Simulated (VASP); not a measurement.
# Ga: single point with PBE

Ga:

```
Ga
1.0
    -1.42855    1.42855    2.32208
     1.42855   -1.42855    2.32208
     1.42855    1.42855   -2.32208
Ga
1
Direct
  0.00000 0.00000 0.00000
```

```
Program                : VASP 6.6.1
Task                   : single point
Functional             : PBE
Potentials or basis    : VASP PAW PBE potentials, release 64 (Ga_d)
Cutoff                 : 520 eV
k mesh                 : 20 × 20 × 20
Occupations            : gaussian, width 0.1 eV
Spin                   : no spin polarisation
Dipole correction      : no
Further INCAR settings : ALGO = Fast; EDIFF = 1e-06; NBANDS = 12
```

```
Pressure               : 0.0 GPa
Band gap on the k mesh : zero (an odd number of electrons rules out a gap without spin polarisation)
```

Levels at points of the mesh, in eV from the Fermi level:
```
           k point  band 3  band 4  band 5  band 6  band 7  band 8  band 9  band 10
(0.00, 0.00, 0.00)  -14.87  -14.87  -14.74  -11.02   12.05   12.19   12.19    15.72
(0.50, 0.00, 0.00)  -14.86  -14.72  -14.68   -4.90   -3.93    7.88   11.45    11.85
(0.50, 0.50, 0.00)  -14.73  -14.72  -14.61   -1.94   -1.37    3.76    4.85     7.67
(0.50, 0.50, 0.50)  -14.69  -14.69  -14.69   -4.18   -3.50    6.51    6.51     9.69
```

Run time: 2.3 min on 1 thread of Intel Xeon 8259CL (shared host), peak memory 0.25 GiB.
